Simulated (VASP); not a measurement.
# Mg: single point with r2SCANh+D3(BJ)

Mg:

```
Mg
1.0
    -1.83599    1.83599    1.67940
     1.83599   -1.83599    1.67940
     1.83599    1.83599   -1.67940
Mg
1
Direct
  0.00000 0.00000 0.00000
```

```
Program             : VASP 6.6.1
Task                : single point
Functional          : r2SCANh
Dispersion          : D3(BJ)
Potentials or basis : VASP PAW PBE potentials, release 64 (Mg)
Cutoff              : 520 eV
k mesh              : 8 × 8 × 8, shifted
Occupations         : methfessel-paxton, width 0.025 eV
Spin                : no spin polarisation
```

The pressure is -1.3 GPa, the band gap on the k mesh is zero (bands 1 and 2 overlap by 4.49 eV) and the dispersion energy per atom is -0.158 eV.

Stress tensor (GPa, compression positive):
```
-1.81  0.00  0.00
 0.00 -1.81  0.00
 0.00  0.00 -0.42
```

Levels at points of the mesh, in eV from the Fermi level:
```csv
k point,band 1,band 2,band 3,band 4,band 5,band 6
"(0.06, 0.06, 0.06)",-7.42,9.97,11.48,12.09,15.12,16.20
```

Wall time 8 min on 1 thread of Intel(R) Xeon(R) Platinum 8488C (Sapphire Rapids) (shared host), peak memory 0.17 GiB.

Caveat: three body term missing; the PAW data sets were made with another functional, which shifts forces and pressure a little.
